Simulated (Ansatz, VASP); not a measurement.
This is a calculation of Co for Ansatz 0.2.0.

File input.yaml:

```yaml
crystal:
  lattice:
    - [2.4873648738, 0.0, 0.0]
    - [-1.2436824369, 2.1541211692, 0.0]
    - [0.0, 0.0, 4.0632895034]
  atoms:
    - { symbol: Co, position: [0.3333333333, 0.6666666667, 0.740139], spin: 1.5 }
    - { symbol: Co, position: [0.6666666667, 0.3333333333, 0.259861], spin: 1.5 }
hamiltonian:
  xc: pbe
  pseudopotentials: { kind: paw }
magnetization:
  spin_polarized: true
  initial_magnetization: 3.0
  spin_locking: { lock_magnetization: hard }
kpoints:
  mp_grid: { grid: [10, 10, 6] }
scf:
  occupations: { method: fermi_dirac, width: 0.05 }
  lower_state_search: "off"
output:
  forces: true
  stress: true
  eigenvalues: true
```

Potentials or basis: Ansatz PAW.

Command:

```bash
$ ansatz run input.yaml --threads 2 --pin off --max-ram 5632MiB --backend cpu --events-out ev --progress --plain --runs-dir out
```

**Question.** Translate it to VASP 6.6.1. Potentials there: VASP PAW PBE potentials, release 64 (Co).

**Answer.** As run (the cutoff follows the program's own potentials):

File INCAR:

```
SYSTEM = Co
  ALGO = Normal
  EDIFF = 1E-6
  ENCUT = 520
  GGA = PE
  ISIF = 2
  ISMEAR = -1
  ISPIN = 2
  LASPH = .TRUE.
  LCHARG = .FALSE.
  LMAXMIX = 4
  LORBIT = 11
  LREAL = .FALSE.
  LWAVE = .FALSE.
  MAGMOM = 1.5 1.5
  NBANDS = 20
  NELM = 150
  NUPDOWN = 3.0
  PREC = Accurate
  SIGMA = 0.05
```

File KPOINTS:

```
k-points
0
G
  10 10 6
  0 0 0
```

The input POSCAR:

```
Co
1.0
    2.4873648738      0.0000000000      0.0000000000
   -1.2436824369      2.1541211692      0.0000000000
    0.0000000000      0.0000000000      4.0632895034
Co
2
Direct
    0.3333333333      0.6666666667      0.7401390000
    0.6666666667      0.3333333333      0.2598610000
```

Potentials or basis: VASP PAW PBE potentials, release 64 (Co).

Run with:

```sh
$ cat potpaw_PBE.64/Co/POTCAR > POTCAR
$ mpirun -np 1 vasp_std > vasp.out
```

Both were run:

|  | VASP | Ansatz | Ansatz less VASP |
| --- | --- | --- | --- |
| pressure (GPa) | -2.0 | -1.4 | +0.62 |
| traceless stress, the component that is largest in VASP (GPa) | -1.86 | -1.83 | +0.033 |
| rms of the force components (eV/Å) | 0.312 | 0.319 | +0.0074 |
| net moment per atom (μB) | 1.50 | 1.50 | 0.000 |
| size of the moment on the site where the two differ most (μB) | 1.52 | 1.58 | +0.059 |

Site moments also hang on the region over which each program counts them. Atom by atom the forces differ by 0.007 eV/Å (rms over components). VASP's potentials hold 18 valence electrons a cell and Ansatz's 34, so a difference there can come from the potentials and not from the codes.
